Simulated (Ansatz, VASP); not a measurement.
As2Se: VASP beside Ansatz

INCAR

```
PREC     = Accurate       # precision mode
ENCUT    = 600            # plane-wave cutoff, eV
EDIFF    = 1E-6           # SCF threshold, eV
ISMEAR   = 0              # smearing method
SIGMA    = 0.1            # smearing width, eV
LREAL    = False          # projectors in reciprocal space
LASPH    = True           # aspherical terms in the spheres
NELM     = 80             # most SCF steps
ALGO     = Normal         # electronic algorithm
ISIF     = 3              # what is computed and relaxed
LWAVE    = False          # write WAVECAR
LCHARG   = False          # write CHGCAR
GGA      = PS             # functional
IBRION   = 2              # ionic algorithm
NSW      = 100            # ionic steps
EDIFFG   = -0.005         # ionic threshold
```

File KPOINTS:

```
regular mesh
0
Gamma
  8 8 8
```

POSCAR

```
As2Se
1.0
   -3.5294180000      3.5294180000      2.6535710000
    3.5294180000     -3.5294180000      2.6535710000
    3.5294180000      3.5294180000     -2.6535710000
As Se
4 2
Direct
    0.8750000000      0.1250000000      0.7500000000
    0.3750000000      0.1250000000      0.2500000000
    0.8750000000      0.6250000000      0.7500000000
    0.8750000000      0.1250000000      0.2500000000
    0.5000000000      0.5000000000      0.0000000000
    0.2500000000      0.7500000000      0.5000000000
```

Input for Ansatz:

```yaml
crystal:
  lattice:
    - [-3.529418, 3.529418, 2.653571]
    - [3.529418, -3.529418, 2.653571]
    - [3.529418, 3.529418, -2.653571]
  atoms:
    - { symbol: As, position: [0.875, 0.125, 0.75] }
    - { symbol: As, position: [0.375, 0.125, 0.25] }
    - { symbol: As, position: [0.875, 0.625, 0.75] }
    - { symbol: As, position: [0.875, 0.125, 0.25] }
    - { symbol: Se, position: [0.5, 0.5, 0.0] }
    - { symbol: Se, position: [0.25, 0.75, 0.5] }
basis:
  ecutwfc: 420
kpoints:
  mp_grid: { grid: [8, 8, 8] }
hamiltonian:
  xc: pbesol
scf:
  occupations: { method: gaussian, width: 0.1 }
output:
  forces: true
  stress: true
  eigenvalues: true
  write_density: true
  write_potential: true
  elf: true
  volumetric_format: npy
relax:
  adjacent_minimum: "off"
  f_tol: 0.005
  max_steps: 80
  cell: { stress_tol: 0.05 }
```

Alike in both runs: task relaxation of cell and atoms; functional PBEsol; k mesh 8 × 8 × 8; occupations gaussian, width 0.1 eV; no spin polarisation.

|  | VASP | Ansatz |
| --- | --- | --- |
| version | VASP 6.6.1 | Ansatz 0.2.0 |
| potentials or method | VASP PAW PBE potentials, release 64 (As, Se), cutoff 600 eV | scalar-relativistic, plane waves, PAW |
| valence electrons in the cell | 32 | 92 |

```csv
,VASP,Ansatz,Ansatz less VASP
"gap on the k mesh at the Fermi level, each at its own relaxed structure (eV)",none,none,-
relaxed volume (Å³/atom),21.05,21.00,-0.056
relaxed cell length with the largest relative difference (Å),5.566,5.561,-0.0048
```

VASP's potentials were made for PBE, not for PBEsol. A gap of «none» marks a metal or a gap that the smearing closes. VASP's potentials hold 32 valence electrons a cell and Ansatz's 92, so a difference there can come from the potentials and not from the codes.
